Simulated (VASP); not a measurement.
A run of VASP 6.6.1 is set up as follows.

File INCAR:

```
SYSTEM = LiTi12
  PREC = Accurate
  ENCUT = 520
  EDIFF = 1E-6
  ISMEAR = -1
  SIGMA = 0.1
  LREAL = .False.
  LASPH = .True.
  NELM = 80
  ALGO = Normal
  ISIF = 2
  LWAVE = .False.
  LCHARG = .True.
  GGA = PE
  LELF = .True.
  LVHAR = .True.
  NBANDS = 86
```

The input KPOINTS:

```
regular mesh
0
Gamma
  3 2 4
  0 0 0
```

Contents of POSCAR:

```
LiTi12
1.0
    5.9000000000      0.0000000000      0.0000000000
   -4.4250000000      7.6643250000      0.0000000000
    0.0000000000      0.0000000000      4.6846000000
Ti Li
12 1
Direct
    0.0075496736      0.0006624417     -0.0249049870
    0.1427409982      0.1864646068      0.4706211666
   -0.0423423962      0.3116405127      0.0649905481
    0.1526332797      0.5739654234      0.4358522050
   -0.0040243465      0.6579474023     -0.0705041498
    0.1574419964      0.8840547552      0.4603361218
    0.5065352054      0.0022640281      0.0397957298
    0.6701020264      0.2292112578      0.5700144641
    0.5151625430      0.3124441587      0.0630178387
    0.7051961594      0.5736800745      0.4345808456
    0.5275238630      0.7048846805      0.0301698397
    0.6608676402      0.8887870336      0.5253163549
    0.3340014573      0.4452499247      0.7592018222
```

Potentials or basis: VASP PAW PBE potentials, release 64 (Ti_sv, Li_sv).

Launch:

```sh
$ cat potpaw_PBE.64/Ti_sv/POTCAR potpaw_PBE.64/Li_sv/POTCAR > POTCAR
$ mpirun -np 1 vasp_std > vasp.out
```

(1) Predict the largest force.

(2) Predict the band gap on the k mesh.

## Answers

(1) 0.039 eV/Å.

(2) zero (an odd number of electrons rules out a gap without spin polarisation).

Caveat: the k points lie up to 0.41 Å⁻¹ apart, too coarse for converged energies and pressures of a metal.
